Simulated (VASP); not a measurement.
# MgTe (P6_3mc) in VASP: single point with HSE06

Aim: the single point of MgTe with HSE06.

All numbers are computed with VASP 6.6.1; they aren't measurements. Logs are shortened: lines on timing, memory, paths and dates and some standing lists are left out, and cuts for length are marked.

## (1) The cell of the first run

It takes space group P6_3mc (No. 186, hexagonal). Conventional cell: a = 4.516 Å, b = 4.516 Å, c = 7.336 Å, α = 90.00°, β = 90.00°, γ = 120.00°. Within 3.6 Å of Mg (site symmetry 3m) lie 4 Te at 2.76 Å. Te (site symmetry 3m) has 4 Mg at 2.76 Å within 3.6 Å.

## (2) Single point, HSE06

The input, POSCAR:

```
MgTe
1.0
    4.5160869757      0.0000000000      0.0000000000
   -2.2580434878      3.9110460466      0.0000000000
    0.0000000000      0.0000000000      7.3358203322
Mg Te
2 2
Direct
    0.3333333333      0.6666666667     -0.0004531404
    0.6666666667      0.3333333333      0.4995468596
    0.3333333333      0.6666666667      0.3764531404
    0.6666666667      0.3333333333      0.8764531404
```

The input, INCAR.step1:

```
PREC = Accurate
ENCUT = 520
EDIFF = 1E-5
ISMEAR = 0
SIGMA = 0.01
LREAL = False
LASPH = True
NELM = 120
ALGO = Normal
ISIF = 2
LWAVE = True
LCHARG = False
NBANDS = 16
GGA = PE
GGA_COMPAT = False
```

The input, INCAR.step2:

```
PREC = Accurate
ENCUT = 520
EDIFF = 1E-6
ISMEAR = 0
SIGMA = 0.01
LREAL = False
LASPH = True
NELM = 120
ALGO = Normal
ISIF = 2
LWAVE = False
LCHARG = False
GGA = PE
LHFCALC = True
HFSCREEN = 0.2079
PRECFOCK = Normal
NBANDS = 16
ISTART = 1
GGA_COMPAT = False
```

The input, KPOINTS:

```
Automatic mesh
0
Gamma
  6 6 2
```

Potentials or basis: VASP PAW PBE potentials, release 64 (Mg, Te).

Launch:

```bash
$ cat potpaw_PBE.64/Mg/POTCAR potpaw_PBE.64/Te/POTCAR > POTCAR
$ cp INCAR.step1 INCAR
$ mpirun -np 1 vasp_std > vasp.out
$ cp INCAR.step2 INCAR
$ mpirun -np 1 vasp_std > vasp.out
```

OUTCAR:

```text
PREC = Accurate
   ENCUT = 520
   EDIFF = 1E-6
   ISMEAR = 0
   LREAL = False
   LASPH = True
   NELM = 120
   ISIF = 2
   GGA = PE
   LHFCALC = True
   HFSCREEN = 0.2079
   PRECFOCK = Normal
   ISTART = 1

 ion  position               nearest neighbor table
   1  0.333  0.667  1.000-   4 2.76   4 2.76   4 2.76   3 2.76
   2  0.667  0.333  0.500-   3 2.76   3 2.76   3 2.76   4 2.76
   3  0.333  0.667  0.376-   2 2.76   2 2.76   2 2.76   1 2.76
   4  0.667  0.333  0.876-   1 2.76   1 2.76   1 2.76   2 2.76

  LATTYP: Found a hexagonal cell.
 ALAT       =     4.5160869757
 C/A-ratio  =     1.6243753434

  Lattice vectors:

 A1 = (   4.5160869757,   0.0000000000,   0.0000000000)
 A2 = (  -2.2580434878,   3.9110460466,   0.0000000000)
 A3 = (   0.0000000000,   0.0000000000,   7.3358203322)

Analysis of symmetry for initial positions (statically):
=====================================================================
 Subroutine PRICEL returns:
 Original cell was already a primitive cell.

 Routine SETGRP: Setting up the symmetry group for a
 hexagonal supercell.

 Subroutine GETGRP returns: Found 12 space group operations
 (whereof  6 operations were pure point group operations)
 out of a pool of 24 trial point group operations.

The static configuration has the point symmetry C_3v.
 The point group associated with its full space group is C_6v.

Analysis of symmetry for dynamics (positions and initial velocities):
=====================================================================
 Subroutine PRICEL returns:
 Original cell was already a primitive cell.

 Routine SETGRP: Setting up the symmetry group for a
 hexagonal supercell.

 Subroutine GETGRP returns: Found 12 space group operations
 (whereof  6 operations were pure point group operations)
 out of a pool of 24 trial point group operations.

The dynamic configuration has the point symmetry C_3v.
 The point group associated with its full space group is C_6v.

 Subroutine INISYM returns: Found 12 space group operations
 (whereof  6 operations are pure point group operations),
 and found     1 'primitive' translations

----------------------------------------------------------------------------------------

                                     Primitive cell

  volume of cell :     129.5698

  direct lattice vectors                    reciprocal lattice vectors
     4.516086976  0.000000000  0.000000000     0.221430634  0.127843036  0.000000000
    -2.258043488  3.911046047  0.000000000     0.000000000  0.255686072  0.000000000
     0.000000000  0.000000000  7.335820332     0.000000000  0.000000000  0.136317406

  length of vectors
     4.516086976  4.516086976  7.335820332     0.255686072  0.255686072  0.136317406

  position of ions in fractional coordinates (direct lattice)
     0.333333333  0.666666667  0.999546860
     0.666666667  0.333333333  0.499546860
     0.333333333  0.666666667  0.376453140
     0.666666667  0.333333333  0.876453140

  ion indices of the primitive-cell ions
   primitive index   ion index
                 1           1
                 2           2
                 3           3
                 4           4

----------------------------------------------------------------------------------------

 KPOINTS: Automatic mesh

Automatic generation of k-mesh.
 Grid dimensions read from file:
 generate k-points for:    6    6    2

 Generating k-lattice:

  Cartesian coordinates                     Fractional coordinates (reciprocal lattice)
     0.036905106  0.021307173  0.000000000     0.166666667  0.000000000  0.000000000
     0.000000000  0.042614345  0.000000000     0.000000000  0.166666667  0.000000000
     0.000000000  0.000000000  0.068158703     0.000000000  0.000000000  0.500000000

  Length of vectors
     0.042614345  0.042614345  0.068158703

  Shift w.r.t. Gamma in fractional coordinates (k-lattice)
     0.000000000  0.000000000  0.000000000

 Subroutine IBZKPT returns following result:
 ===========================================

 Found     14 irreducible k-points:

 Following reciprocal coordinates:
            Coordinates               Weight
  0.000000  0.000000  0.000000      1.000000
  0.166667  0.000000  0.000000      6.000000
  0.333333  0.000000  0.000000      6.000000
  0.500000  0.000000  0.000000      3.000000
  0.166667  0.166667  0.000000      6.000000
  0.333333  0.166667  0.000000     12.000000
  0.333333  0.333333  0.000000      2.000000
  0.000000  0.000000  0.500000      1.000000
  0.166667  0.000000  0.500000      6.000000
  0.333333  0.000000  0.500000      6.000000
  0.500000  0.000000  0.500000      3.000000
  0.166667  0.166667  0.500000      6.000000
  0.333333  0.166667  0.500000     12.000000
  0.333333  0.333333  0.500000      2.000000
   k-points           NKPTS =     14   k-points in BZ     NKDIM =     72   number of bands    NBANDS=     16
   number of dos      NEDOS =    301   number of ions     NIONS =      4
   total plane-waves  NPLWV =  72576
   dimension x,y,z NGX =    36 NGY =   36 NGZ =   56
   dimension x,y,z NGXF=    72 NGYF=   72 NGZF=  112
   ions per type =               2   2
   NGX,Y,Z   is equivalent  to a cutoff of  13.25, 13.25, 12.69 a.u.
   NGXF,Y,Z  is equivalent  to a cutoff of  26.50, 26.50, 25.38 a.u.
 SYSTEM =  unknown system
   PREC   = accura    normal or accurate (medium, high low for compatibility)
   ISTART =      1    job   : 0-new  1-cont  2-samecut
   ICHARG =      0    charge: 1-file 2-atom 10-const
   ISPIN  =      1    spin polarized calculation?
   LNONCOLLINEAR =      F non collinear calculations
   LSORBIT =      F    spin-orbit coupling
   LASPH  =      T    aspherical Exc in radial PAW
   ENCUT  =  520.0 eV  38.22 Ry    6.18 a.u.   8.40  8.40 13.64*2*pi/ulx,y,z
   NELM   =    120;   NELMIN=  2; NELMDL=  0     # of ELM steps
   EDIFF  = 0.1E-05   stopping-criterion for ELM
   LREAL  =      F    real-space projection
   EDIFFG = 0.1E-04   stopping-criterion for IOM
   NSW    =      0    number of steps for IOM
   IBRION =     -1    ionic relax: 0-MD 1-quasi-New 2-CG
   NFREE  =      0    steps in history (QN), initial steepest desc. (CG)
   ISIF   =      2    stress and relaxation
   ISYM   =      3    0-nonsym 1-usesym 2-fastsym
   POTIM  = 0.5000    time-step for ionic-motion
   TEBEG  =    0.0;   TEEND  =   0.0 temperature during run
   PSTRESS=    0.0 pullay stress
   NELECT =      16.0000    total number of electrons
   NUPDOWN=      -1.0000    fix difference up-down
   EMIN   =  10.00;   EMAX   =-10.00  energy-range for DOS
   EFERMI =   0.00;   METHOD = LEGACY
   ISMEAR =     0;   SIGMA  =   0.01  broadening in eV -4-tet -1-fermi 0-gaus
   EFERMI_NEDOS =   21; number of points for ismear=-14 and -15
   IALGO  =     38    algorithm
   IMIX   =      1    mixing-type and parameters
     AMIX     =   0.40;   BMIX     =  1.00
     AMIX_MAG =   1.60;   BMIX_MAG =  1.00
  volume/ion in A,a.u.               =      32.39       218.60
  Fermi-wavevector in a.u.,A,eV,Ry     =   0.815230  1.540561  9.042433  0.664600
  Thomas-Fermi vector in A             =   1.925280
   LORBIT       =      0    0 simple, 1 ext, 2 COOP (PROOUT), +10 PAW based schemes
   GGA     = PE    functional components
   LHFCALC =     T    Hartree Fock is set to
   PRECFOCK=normal    Normal, Fast or Accurate (Low or Medium for compatibility)
   ENCUT4O =  -1.0   cutoff for four orbital integrals eV
   NKREDX  =     1    reduce k-point grid by
   NKREDY  =     1    reduce k-point grid by
   NKREDZ  =     1    reduce k-point grid by
   AEXX    =    0.2500 exact exchange contribution
   HFSCREEN=    0.2079 screening length (either q_TF or 0.3 A-1)
   HFSCREENC=   0.2079 screening length for correlation (either q_TF or 0.3 A-1)
   ENCUTFOCK=  -1.0 apply spherical cutoff to Coloumb kernel
   IVDW    =     0    specifies the selected vdW correction
   LEPSILON=     F    determine dielectric tensor
   LRPA    =     F    only Hartree local field effects (RPA)
 non-spin polarized calculation
 Gauss-broadening in eV      SIGMA  =   0.01
  energy-cutoff  :      520.00
  volume of cell :      129.57
 maximum number of plane-waves:      3544
 NGX is ok and might be reduce to    36
  NGX = 28; NGY = 28; NGZ = 42

 number of electron      16.0000000 magnetization

 Free energy of the ion-electron system (eV)
  ---------------------------------------------------
  ext. energy  EPLUGINS =         0.00000000
  ---------------------------------------------------
  free energy    TOTEN  =       -15.09996568 eV

  energy without entropy =      -15.09996568  energy(sigma->0) =      -15.09996568

 E-fermi :   1.7412     XC(G=0):  -6.7162

 val. band max:        1.6478778251   @ k =   0.0000   0.0000   0.0000
 cond. band min:       5.0522114324   @ k =   0.0000   0.0000   0.0000
 fundamental gap:      3.4043336073
 Fermi energy:         1.7411592113

 k-point     1 :       0.0000    0.0000    0.0000
  band No.  band energies     occupation
      1      -9.6642      2.00000
      2      -8.9118      2.00000
      3      -2.0478      2.00000
      4       1.0679      2.00000
      5       1.0679      2.00000
      6       1.6285      2.00000
[... 8 lines left out ...]
     15       8.9200      0.00000
     16       9.8670      0.00000

 k-point     2 :       0.1667    0.0000    0.0000
  band No.  band energies     occupation
      1      -9.5228      2.00000
      2      -8.8342      2.00000
      3      -1.8474      2.00000
      4       0.1326      2.00000
      5       0.6339      2.00000
      6       0.8064      2.00000
[... 8 lines left out ...]
     15       8.9667      0.00000
     16       9.4551      0.00000

 k-point     3 :       0.3333    0.0000    0.0000
  band No.  band energies     occupation
      1      -9.1804      2.00000
      2      -8.6975      2.00000
      3      -1.5247      2.00000
      4      -0.9583      2.00000
      5      -0.6658      2.00000
      6       0.3984      2.00000
[... 8 lines left out ...]
     15       9.7134      0.00000
     16      10.7140      0.00000
[... 172 lines left out ...]
 k-point    13 :       0.3333    0.1667    0.5000
  band No.  band energies     occupation
      1      -8.8081      2.00000
      2      -8.8081      2.00000
      3      -1.7402      2.00000
      4      -1.7402      2.00000
      5       0.0069      2.00000
      6       0.0069      2.00000
[... 8 lines left out ...]
     15      10.2088      0.00000
     16      10.2088      0.00000

 k-point    14 :       0.3333    0.3333    0.5000
  band No.  band energies     occupation
      1      -8.7343      2.00000
      2      -8.7343      2.00000
      3      -1.6925      2.00000
      4      -1.6925      2.00000
      5      -0.5660      2.00000
      6      -0.5660      2.00000
[... 8 lines left out ...]
     15      10.0050      0.00000
     16      10.0050      0.00000

------------------------ aborting loop because EDIFF is reached ----------------------------------------

  FORCE on cell =-STRESS in cart. coord.  units (eV):
  Direction    XX          YY          ZZ          XY          YZ          ZX
  --------------------------------------------------------------------------------------
  -------------------------------------------------------------------------------------
  Total        1.1936959      1.1936959      1.2209035      0.0000000      0.0000000     -0.0000000
  in kB       14.7604769     14.7604769     15.0969076      0.0000000      0.0000000     -0.0000000
  external PRESSURE =      14.8726204 kB  Pullay stress =       0.0000000 kB

 VOLUME and BASIS-vectors are now :
 -----------------------------------------------------------------------------
  energy-cutoff  :      520.00
  volume of cell :      129.57
      direct lattice vectors                 reciprocal lattice vectors
     4.516086976  0.000000000  0.000000000     0.221430634  0.127843036  0.000000000
    -2.258043488  3.911046047  0.000000000     0.000000000  0.255686072  0.000000000
     0.000000000  0.000000000  7.335820332     0.000000000  0.000000000  0.136317406

 POSITION                                       TOTAL-FORCE (eV/Angst)
 -----------------------------------------------------------------------------------
     -0.00000      2.60736      7.33250         0.000000     -0.000000      0.002721
      2.25804      1.30368      3.66459        -0.000000     -0.000000      0.002721
     -0.00000      2.60736      2.76159        -0.000000      0.000000     -0.002721
      2.25804      1.30368      6.42950         0.000000     -0.000000     -0.002721
 -----------------------------------------------------------------------------------
    total drift:                               -0.000000     -0.000000      0.000033

  FREE ENERGIE OF THE ION-ELECTRON SYSTEM (eV)
  ---------------------------------------------------
  free  energy   TOTEN  =       -15.0999656833 eV

  energy  without entropy=      -15.0999656833  energy(sigma->0) =      -15.09996568
```

It took 51 min on 1 thread of Intel Xeon 8259CL, shared host; peak memory 0.38 GiB.

Results:

| Property | Result |
| --- | --- |
| Free energy | -15.1000 eV |
| Pressure | 1.5 GPa |
| Band gap on the k mesh | 3.40 eV |

Forces on the atoms (eV/Å):
```
Mg   0.000  0.000  0.003
Mg   0.000  0.000  0.003
Te   0.000  0.000 -0.003
Te   0.000  0.000 -0.003
```

Levels at points of the mesh, in eV from the valence-band top:
```
           k point  band 4  band 5  band 6  band 7  band 8  band 9  band 10  band 11  band 12  band 13
(0.00, 0.00, 0.00)   -0.58   -0.58   -0.02   -0.02    0.00    3.40     3.84     6.21     6.21     6.64
(0.50, 0.00, 0.00)   -2.95   -2.24   -1.42   -1.13   -0.52    3.91     4.74     5.12     6.41     7.77
(0.00, 0.00, 0.50)   -2.22   -0.32   -0.32   -0.32   -0.32    4.38     4.38     6.47     6.47     6.47
(0.50, 0.00, 0.50)   -3.59   -1.02   -1.02   -1.01   -1.01    4.01     4.01     5.11     5.11     8.13
```

Caveat: the k points lie up to 0.43 Å⁻¹ apart; the PAW data sets were made with another functional, which shifts forces and pressure a little; spin-orbit coupling is left out, which moves the levels of the heavy elements.
